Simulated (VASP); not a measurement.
# SrO (P6_3mc) in VASP: further runs

SrO is run at these levels: r2SCAN+D3(BJ); tasks: single point.

All numbers are computed with VASP 6.6.1; they aren't measurements. Logs are shortened: lines on timing, memory, paths and dates and some standing lists are left out, and cuts for length are marked.

## (1) The cell of the first run

The typed cell holds 4 atoms: a = 4.258 Å, b = 4.258 Å, c = 5.131 Å, α = 90.00°, β = 90.00°, γ = 120.00°.

## (2) Single point, r2SCAN+D3(BJ)

File POSCAR:

```
SrO
1.0
    4.2578971335     -0.0000000029      0.0000000000
   -2.1289485643      3.6874470858      0.0000000000
    0.0000000000      0.0000000000      5.1312397425
Sr O
2 2
Direct
    0.3333333333      0.6666666667      0.9377705875
    0.6666666667      0.3333333333      0.4377705875
    0.3333333333      0.6666666667      0.4372294125
    0.6666666667      0.3333333333      0.9372294125
```

File INCAR.step1:

```
  PREC = Accurate
  ENCUT = 660
  ISMEAR = 1
  SIGMA = 0.01
  LREAL = F
  LASPH = T
  NELM = 120
  NBANDS = 24
  GGA = PE
  ALGO = Normal
  EDIFF = 1E-5
  LWAVE = T
  LCHARG = F
  GGA_COMPAT = F
```

File INCAR.step2:

```
  PREC = Accurate
  ENCUT = 660
  EDIFF = 1E-6
  ISMEAR = 1
  SIGMA = 0.01
  LREAL = F
  LASPH = T
  NELM = 120
  ALGO = Normal
  ISIF = 2
  LWAVE = F
  LCHARG = F
  METAGGA = R2SCAN
  LMIXTAU = T
  IVDW = 12
  VDW_S6 = 1.0
  VDW_S8 = 0.78981345
  VDW_A1 = 0.49484001
  VDW_A2 = 5.73083694
  NBANDS = 24
  ISTART = 1
  GGA_COMPAT = F
```

File KPOINTS:

```
Automatic mesh
0
Gamma
  6 6 5
```

Potentials or basis: VASP PAW PBE potentials, release 64 (Sr_sv, O).

On the command line:

```sh
> cat potpaw_PBE.64/Sr_sv/POTCAR potpaw_PBE.64/O/POTCAR > POTCAR
> cp INCAR.step1 INCAR
> mpirun -np 1 vasp_std > vasp.out
> cp INCAR.step2 INCAR
> mpirun -np 1 vasp_std > vasp.out
```

OUTCAR:

```text
PREC = Accurate
   ENCUT = 660
   EDIFF = 1E-6
   ISMEAR = 1
   LREAL = F
   LASPH = T
   NELM = 120
   ISIF = 2
   METAGGA = R2SCAN
   IVDW = 12
   ISTART = 1
 IVDW          = 12

 ion  position               nearest neighbor table
   1  0.333  0.667  0.938-   4 2.46   4 2.46   4 2.46   3 2.56   3 2.57   2 3.55   2 3.55   2 3.55
                             2 3.55   2 3.55   2 3.55
   2  0.667  0.333  0.438-   3 2.46   3 2.46   3 2.46   4 2.56   4 2.57   1 3.55   1 3.55   1 3.55
                             1 3.55   1 3.55   1 3.55
   3  0.333  0.667  0.437-   2 2.46   2 2.46   2 2.46   1 2.56   1 2.57
   4  0.667  0.333  0.937-   1 2.46   1 2.46   1 2.46   2 2.56   2 2.57

  LATTYP: Found a hexagonal cell.
 ALAT       =     4.2578971335
 C/A-ratio  =     1.2051112513

  Lattice vectors:

 A1 = (   4.2578971335,  -0.0000000029,   0.0000000000)
 A2 = (  -2.1289485643,   3.6874470858,   0.0000000000)
 A3 = (   0.0000000000,   0.0000000000,   5.1312397425)

Analysis of symmetry for initial positions (statically):
=====================================================================
 Subroutine PRICEL returns:
 Original cell was already a primitive cell.

 Routine SETGRP: Setting up the symmetry group for a
 hexagonal supercell.

 Subroutine GETGRP returns: Found 12 space group operations
 (whereof  6 operations were pure point group operations)
 out of a pool of 24 trial point group operations.

The static configuration has the point symmetry C_3v.
 The point group associated with its full space group is C_6v.

Analysis of symmetry for dynamics (positions and initial velocities):
=====================================================================
 Subroutine PRICEL returns:
 Original cell was already a primitive cell.

 Routine SETGRP: Setting up the symmetry group for a
 hexagonal supercell.

 Subroutine GETGRP returns: Found 12 space group operations
 (whereof  6 operations were pure point group operations)
 out of a pool of 24 trial point group operations.

The dynamic configuration has the point symmetry C_3v.
 The point group associated with its full space group is C_6v.

 Subroutine INISYM returns: Found 12 space group operations
 (whereof  6 operations are pure point group operations),
 and found     1 'primitive' translations

----------------------------------------------------------------------------------------

                                     Primitive cell

  volume of cell :      80.5644

  direct lattice vectors                    reciprocal lattice vectors
     4.257897134 -0.000000003  0.000000000     0.234857717  0.135595166  0.000000000
    -2.128948564  3.687447086  0.000000000     0.000000000  0.271190332  0.000000000
     0.000000000  0.000000000  5.131239743     0.000000000  0.000000000  0.194884677

  length of vectors
     4.257897134  4.257897134  5.131239743     0.271190332  0.271190332  0.194884677

  position of ions in fractional coordinates (direct lattice)
     0.333333333  0.666666667  0.937770587
     0.666666667  0.333333333  0.437770587
     0.333333333  0.666666667  0.437229413
     0.666666667  0.333333333  0.937229413

  ion indices of the primitive-cell ions
   primitive index   ion index
                 1           1
                 2           2
                 3           3
                 4           4

----------------------------------------------------------------------------------------

 KPOINTS: Automatic mesh

Automatic generation of k-mesh.
 Grid dimensions read from file:
 generate k-points for:    6    6    5

 Generating k-lattice:

  Cartesian coordinates                     Fractional coordinates (reciprocal lattice)
     0.039142953  0.022599194  0.000000000     0.166666667  0.000000000  0.000000000
     0.000000000  0.045198389  0.000000000     0.000000000  0.166666667  0.000000000
     0.000000000  0.000000000  0.038976935     0.000000000  0.000000000  0.200000000

  Length of vectors
     0.045198389  0.045198389  0.038976935

  Shift w.r.t. Gamma in fractional coordinates (k-lattice)
     0.000000000  0.000000000  0.000000000

 Subroutine IBZKPT returns following result:
 ===========================================

 Found     21 irreducible k-points:

 Following reciprocal coordinates:
            Coordinates               Weight
  0.000000  0.000000  0.000000      1.000000
  0.166667  0.000000  0.000000      6.000000
  0.333333  0.000000  0.000000      6.000000
  0.500000  0.000000  0.000000      3.000000
  0.166667  0.166667  0.000000      6.000000
  0.333333  0.166667  0.000000     12.000000
[... 13 lines left out ...]
  0.333333  0.166667  0.400000     24.000000
  0.333333  0.333333  0.400000      4.000000
   k-points           NKPTS =     21   k-points in BZ     NKDIM =     21   number of bands    NBANDS=     24
   number of dos      NEDOS =    301   number of ions     NIONS =      4
   total plane-waves  NPLWV =  62208
   dimension x,y,z NGX =    36 NGY =   36 NGZ =   48
   dimension x,y,z NGXF=    72 NGYF=   72 NGZF=   96
   ions per type =               2   2
   NGX,Y,Z   is equivalent  to a cutoff of  14.06, 14.06, 15.55 a.u.
   NGXF,Y,Z  is equivalent  to a cutoff of  28.11, 28.11, 31.10 a.u.
 SYSTEM =  unknown system
   PREC   = accura    normal or accurate (medium, high low for compatibility)
   ISTART =      1    job   : 0-new  1-cont  2-samecut
   ICHARG =      0    charge: 1-file 2-atom 10-const
   ISPIN  =      1    spin polarized calculation?
   LNONCOLLINEAR =      F non collinear calculations
   LSORBIT =      F    spin-orbit coupling
   LASPH  =      T    aspherical Exc in radial PAW
   ENCUT  =  660.0 eV  48.51 Ry    6.96 a.u.   8.92  8.92 10.75*2*pi/ulx,y,z
   NELM   =    120;   NELMIN=  2; NELMDL=  0     # of ELM steps
   EDIFF  = 0.1E-05   stopping-criterion for ELM
   LREAL  =      F    real-space projection
   EDIFFG = 0.1E-04   stopping-criterion for IOM
   NSW    =      0    number of steps for IOM
   IBRION =     -1    ionic relax: 0-MD 1-quasi-New 2-CG
   NFREE  =      0    steps in history (QN), initial steepest desc. (CG)
   ISIF   =      2    stress and relaxation
   ISYM   =      2    0-nonsym 1-usesym 2-fastsym
   POTIM  = 0.5000    time-step for ionic-motion
   TEBEG  =    0.0;   TEEND  =   0.0 temperature during run
   PSTRESS=    0.0 pullay stress
   NELECT =      32.0000    total number of electrons
   NUPDOWN=      -1.0000    fix difference up-down
   EMIN   =  10.00;   EMAX   =-10.00  energy-range for DOS
   EFERMI =   0.00;   METHOD = LEGACY
   ISMEAR =     1;   SIGMA  =   0.01  broadening in eV -4-tet -1-fermi 0-gaus
   EFERMI_NEDOS =   21; number of points for ismear=-14 and -15
   IALGO  =     38    algorithm
   IMIX   =      4    mixing-type and parameters
     AMIX     =   0.40;   BMIX     =  1.00
     AMIX_MAG =   1.60;   BMIX_MAG =  1.00
  volume/ion in A,a.u.               =      20.14       135.92
  Fermi-wavevector in a.u.,A,eV,Ry     =   1.203401  2.274098 19.703606  1.448174
  Thomas-Fermi vector in A             =   2.339156
   LORBIT       =      0    0 simple, 1 ext, 2 COOP (PROOUT), +10 PAW based schemes
   METAGGA = R2SCAN    functional components
   LHFCALC =     F    Hartree Fock is set to
   AEXX    =    0.0000 exact exchange contribution
   IVDW    =    12    specifies the selected vdW correction
   LEPSILON=     F    determine dielectric tensor
   LRPA    =     F    only Hartree local field effects (RPA)
 non-spin polarized calculation
 Methfessel and Paxton  Order N= 1 SIGMA  =   0.01
  energy-cutoff  :      660.00
  volume of cell :       80.56
 maximum number of plane-waves:      3141
 NGX is ok and might be reduce to    36
   NGX = 17   NGY = 17   NGZ = 21

 number of electron      32.0000004 magnetization

 Free energy of the ion-electron system (eV)
  ---------------------------------------------------
  ext. energy  EPLUGINS =         0.00000000
  ---------------------------------------------------
  free energy    TOTEN  =       -53.76932248 eV

  energy without entropy =      -53.76932248  energy(sigma->0) =      -53.76932248

 E-fermi :   0.5304     XC(G=0):  -9.5235

 val. band max:        0.4830136306   @ k =   0.0000   0.0000   0.0000
 cond. band min:       3.5340082403   @ k =   0.0000   0.0000   0.0000
 fundamental gap:      3.0509946097
 Fermi energy:         0.5304293034

 k-point     1 :       0.0000    0.0000    0.0000
  band No.  band energies     occupation
      1     -32.9547      2.00000
      2     -32.7782      2.00000
      3     -15.5292      2.00000
      4     -15.5069      2.00000
      5     -14.8778      2.00000
      6     -14.4713      2.00000
[... 16 lines left out ...]
     23       9.7505      0.00000
     24       9.9831      0.00000

 k-point     2 :       0.1667    0.0000    0.0000
  band No.  band energies     occupation
      1     -32.9394      2.00000
      2     -32.7836      2.00000
      3     -15.8744      2.00000
      4     -15.8113      2.00000
      5     -14.8221      2.00000
      6     -14.5098      2.00000
[... 16 lines left out ...]
     23       9.6532      0.00000
     24       9.7076      0.00000

 k-point     3 :       0.3333    0.0000    0.0000
  band No.  band energies     occupation
      1     -32.9026      2.00000
      2     -32.8006      2.00000
      3     -16.3018      2.00000
      4     -16.2260      2.00000
      5     -14.6793      2.00000
      6     -14.5795      2.00000
[... 16 lines left out ...]
     23       9.4244      0.00000
     24       9.9920      0.00000
[... 433 lines left out ...]
 k-point    20 :       0.3333    0.1667    0.4000
  band No.  band energies     occupation
      1     -32.8539      2.00000
      2     -32.8357      2.00000
      3     -16.7696      2.00000
      4     -16.7480      2.00000
      5     -14.5171      2.00000
      6     -14.3705      2.00000
[... 16 lines left out ...]
     23      10.0541      0.00000
     24      10.2628      0.00000

 k-point    21 :       0.3333    0.3333    0.4000
  band No.  band energies     occupation
      1     -32.8422      2.00000
      2     -32.8422      2.00000
      3     -16.8156      2.00000
      4     -16.8156      2.00000
      5     -14.5766      2.00000
      6     -14.4157      2.00000
[... 16 lines left out ...]
     23      10.4602      0.00000
     24      10.4602      0.00000

------------------------ aborting loop because EDIFF is reached ----------------------------------------

 Edisp (eV)   -0.39601

 E8    (eV) :    -0.1577

  FORCE on cell =-STRESS in cart. coord.  units (eV):
  Direction    XX          YY          ZZ          XY          YZ          ZX
  --------------------------------------------------------------------------------------
  -------------------------------------------------------------------------------------
  Total       0.09395     0.09395     0.12111    -0.00000     0.00000     0.00000
  in kB       1.86829     1.86829     2.40851    -0.00000     0.00000     0.00000
  external pressure =        2.05 kB  Pullay stress =        0.00 kB

 VOLUME and BASIS-vectors are now :
 -----------------------------------------------------------------------------
  energy-cutoff  :      660.00
  volume of cell :       80.56
      direct lattice vectors                 reciprocal lattice vectors
     4.257897134 -0.000000003  0.000000000     0.234857717  0.135595166  0.000000000
    -2.128948564  3.687447086  0.000000000     0.000000000  0.271190332  0.000000000
     0.000000000  0.000000000  5.131239743     0.000000000  0.000000000  0.194884677

 POSITION                                       TOTAL-FORCE (eV/Angst)
 -----------------------------------------------------------------------------------
      0.00000      2.45830      4.81193        -0.000000      0.000000     -0.007247
      2.12895      1.22915      2.24631        -0.000000      0.000000     -0.007247
      0.00000      2.45830      2.24353        -0.000000     -0.000000      0.007247
      2.12895      1.22915      4.80915         0.000000     -0.000000      0.007247
 -----------------------------------------------------------------------------------
    total drift:                               -0.000000      0.000000      0.000043

  FREE ENERGIE OF THE ION-ELECTRON SYSTEM (eV)
  ---------------------------------------------------
  free  energy   TOTEN  =       -54.1653330128 eV

  energy  without entropy=      -54.1653330128  energy(sigma->0) =      -54.16533301
```

Wall time 4 min (1 thread of Intel Xeon Platinum 8259CL at 2.50GHz (Skylake/Cascade Lake), shared host); peak memory 0.28 GiB.

Results:

```
Free energy                : -54.1653 eV
Pressure                   : 0.2 GPa
Largest force              : 0.007 eV/Å
Band gap on the k mesh     : 3.05 eV
Dispersion energy per atom : -0.099 eV
```

Forces on the atoms (eV/Å):
```
Sr   0.000  0.000 -0.007
Sr   0.000  0.000 -0.007
O    0.000  0.000  0.007
O    0.000  0.000  0.007
```

Levels at points of the mesh, in eV from the valence-band top:
```tsv
k point	band 14	band 15	band 16	band 17	band 18	band 19
(0.00, 0.00, 0.00)	-0.89	-0.31	0.00	3.05	6.75	6.75
(0.50, 0.00, 0.00)	-0.34	-0.32	-0.27	4.65	5.28	5.63
```

Caveat: three body term missing; the PAW data sets were made with another functional, which shifts forces and pressure a little; an odd mesh through Γ misses points on the zone boundary, where band edges can lie.

## (3) Single point, r2SCAN+D3(BJ)

This run uses another cell than the first one, of 20.40 Å³/atom.

File POSCAR:

```
SrO
1.0
    4.2754662700      0.0000000000      0.0000000000
   -2.1377331300      3.7026624000      0.0000000000
    0.0000000000      0.0000000000      5.1555949900
Sr O
2 2
Direct
    0.3333333333      0.6666666667      0.9381277000
    0.6666666667      0.3333333333      0.4381277000
    0.3333333333      0.6666666667      0.4368723000
    0.6666666667      0.3333333333      0.9368723000
```

File INCAR.step1:

```
SYSTEM = SrO
PREC     = Accurate       ! precision mode
ENCUT    = 660            ! plane-wave cutoff, eV
ISMEAR   = 1              ! smearing method
SIGMA    = 0.01           ! smearing width, eV
LREAL    = .False.        ! projectors in reciprocal space
LASPH    = .True.         ! aspherical terms in the spheres
NELM     = 120            ! most SCF steps
NBANDS   = 24             ! bands
GGA      = PE             ! functional
ALGO     = Normal         ! electronic algorithm
EDIFF    = 1E-5           ! SCF threshold, eV
LWAVE    = .True.         ! write WAVECAR
LCHARG   = .False.        ! write CHGCAR
GGA_COMPAT= .False.
```

File INCAR.step2:

```
SYSTEM = SrO
PREC     = Accurate       ! precision mode
ENCUT    = 660            ! plane-wave cutoff, eV
EDIFF    = 1E-6           ! SCF threshold, eV
ISMEAR   = 1              ! smearing method
SIGMA    = 0.01           ! smearing width, eV
LREAL    = .False.        ! projectors in reciprocal space
LASPH    = .True.         ! aspherical terms in the spheres
NELM     = 120            ! most SCF steps
ALGO     = Normal         ! electronic algorithm
ISIF     = 2              ! what is computed and relaxed
LWAVE    = .False.        ! write WAVECAR
LCHARG   = .False.        ! write CHGCAR
METAGGA  = R2SCAN         ! meta-GGA
LMIXTAU  = .True.       
IVDW     = 12             ! dispersion correction
VDW_S6   = 1.0          
VDW_S8   = 0.78981345   
VDW_A1   = 0.49484001   
VDW_A2   = 5.73083694   
NBANDS   = 24             ! bands
ISTART   = 1            
GGA_COMPAT= .False.
```

File KPOINTS:

```
regular mesh
0
Gamma
  6 6 5
  0 0 0
```

Potentials or basis: VASP PAW PBE potentials, release 64 (Sr_sv, O).

On the command line:

```sh
> cat potpaw_PBE.64/Sr_sv/POTCAR potpaw_PBE.64/O/POTCAR > POTCAR
> cp INCAR.step1 INCAR
> mpirun -np 1 vasp_std > vasp.out
> cp INCAR.step2 INCAR
> mpirun -np 1 vasp_std > vasp.out
```

It took 4 min on 1 thread of Intel Xeon Platinum 8259CL at 2.50GHz (Skylake/Cascade Lake), shared host; peak memory 0.28 GiB.

The run converged. Its results:

```yaml
Free_energy: -54.1644 eV
Pressure: -0.8 GPa
Largest_force: 0.016 eV/Å
Band_gap_on_the_k_mesh: 3.01 eV
Dispersion_energy_per_atom: -0.098 eV
```

Forces on the atoms (eV/Å):
```
Sr   0.000  0.000 -0.016
Sr   0.000  0.000 -0.016
O    0.000  0.000  0.016
O    0.000  0.000  0.016
```

Stress tensor (GPa, compression positive):
```
-0.75  0.00  0.00
 0.00 -0.75  0.00
 0.00  0.00 -0.87
```

Levels at points of the mesh, in eV from the valence-band top:
```
           k point  band 12  band 13  band 14  band 15  band 16  band 17  band 18  band 19  band 20  band 21
(0.00, 0.00, 0.00)    -1.04    -0.88    -0.88    -0.33     0.00     3.01     6.72     6.72     7.67     8.77
(0.50, 0.00, 0.00)    -0.83    -0.36    -0.35    -0.33    -0.26     4.63     5.26     5.62     7.82     8.64
```

Caveat: three body term missing; the PAW data sets were made with another functional, which shifts forces and pressure a little; an odd mesh through Γ misses points on the zone boundary, where band edges can lie.
